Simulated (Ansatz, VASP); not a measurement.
## Two plane-wave programs on W

```
W
1.0
    -0.00686    2.13915    2.10454
     2.08891    0.03256    2.06512
     2.12029    2.13111    0.00118
W
1
Direct
  0.00000 0.00000 0.00000
```

Alike in both runs: task single point; functional PBE; k mesh 16 × 16 × 16; occupations gaussian, width 0.1 eV; no spin polarisation.

|  | VASP | Ansatz |
| --- | --- | --- |
| version | VASP 6.6.1 | Ansatz 0.2.0 |
| potentials or method | VASP PAW PBE potentials, release 64 (W_sv), cutoff 520 eV | scalar-relativistic, plane waves, PAW |
| valence electrons in the cell | 14 | 14 |

```tsv
	VASP	Ansatz	Ansatz less VASP
gap on the k mesh at the Fermi level (eV)	none	none	-
pressure (GPa)	-26.9	-27.1	-0.17
traceless stress, the component that is largest in VASP (GPa)	2.55	2.53	-0.018
```

A gap of «none» marks a metal or a gap that the smearing closes.

Spin-orbit coupling is off throughout.
